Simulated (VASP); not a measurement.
CsI6Br, 8 atoms in the cell. The typed cell holds 8 atoms: a = 7.906 Å, b = 7.906 Å, c = 7.906 Å, α = 105.63°, β = 105.63°, γ = 105.63°. 

```yaml
Program: VASP 6.6.1
Task: single point
Functional: PBE
Potentials_or_basis: VASP PAW PBE potentials, release 64 (I, Cs_sv, Br)
Cutoff: 520 eV
k_mesh: 4 × 4 × 4
Occupations: methfessel-paxton, width 0.0982 eV
Spin: no spin polarisation
Dipole_correction: no
Further_INCAR_settings: ALGO = Normal; EDIFF = 1e-06; NBANDS = 39
```

Potentials or basis: VASP PAW PBE potentials, release 64 (I, Cs_sv, Br).

Command:

```console
$ cat potpaw_PBE.64/I/POTCAR potpaw_PBE.64/Cs_sv/POTCAR potpaw_PBE.64/Br/POTCAR > POTCAR
$ mpirun -np 1 vasp_std > vasp.out
```

Hardware: 1 thread of AMD EPYC 7R43 64-Core Processor (Zen 3), with other jobs on the host.

**Question.** Estimate the wall time of this run.

**Answer.** It took 4 min on 1 thread of AMD EPYC 7R43 64-Core Processor (Zen 3), on a shared host, peak memory 0.57 GiB. Counts: scf iterations 14, k points 14.
